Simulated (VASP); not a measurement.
Write the native input for VASP 6.6.1 that does the following.

* Task: single point
* Functional: LDA
* Potentials or basis: VASP PAW LDA potentials, release 64 (Hf_pv)
* Cutoff: 500 eV
* k mesh: 10 × 10 × 5
* Occupations: gaussian, width 0.025 eV
* Spin: no spin polarisation
* Dipole correction: no
* Further INCAR settings: ALGO = Normal; EDIFF = 1e-06; NBANDS = 17

The structure of Hf lies in POSCAR:

```
Hf
1.0
    3.1967000000      0.0000000000      0.0000000000
   -1.5983500000      2.7684234083      0.0000000000
    0.0000000000      0.0000000000      5.0578000000
Hf
2
Direct
    0.6666666667      0.3333333333      0.7500000000
    0.3333333333      0.6666666667      0.2500000000
```

One way to write it, as run:

INCAR

```
SYSTEM = Hf
PREC     = Accurate       ! precision mode
ENCUT    = 500            ! plane-wave cutoff, eV
EDIFF    = 1E-6           ! SCF threshold, eV
ISMEAR   = 0              ! smearing method
SIGMA    = 0.025          ! smearing width, eV
LREAL    = .False.        ! projectors in reciprocal space
LASPH    = .True.         ! aspherical terms in the spheres
NELM     = 120            ! most SCF steps
ALGO     = Normal         ! electronic algorithm
ISIF     = 2              ! what is computed and relaxed
LWAVE    = .False.        ! write WAVECAR
LCHARG   = .True.         ! write CHGCAR
LELF     = .True.         ! ELF
LVHAR    = .True.       
NBANDS   = 17             ! bands
GGA_COMPAT= .False.
```

KPOINTS

```
Automatic mesh
0
Gamma
  10 10 5
  0 0 0
```

Potentials or basis: VASP PAW LDA potentials, release 64 (Hf_pv).

Run with:

```sh
$ cat potpaw_LDA.64/Hf_pv/POTCAR > POTCAR
$ mpirun -np 1 vasp_std > vasp.out
```

Results of the run:

| Quantity | Value |
| --- | --- |
| Pressure | -8.0 GPa |
| Band gap on the k mesh | zero (bands 10 and 11 overlap by 1.44 eV) |

Caveat: the cell stands under tension; spin-orbit coupling is left out, which moves the levels of the heavy elements.

Run time: 11 s on 1 thread of Intel(R) Xeon(R) Platinum 8488C (Sapphire Rapids), on a shared host, peak memory 0.15 GiB.
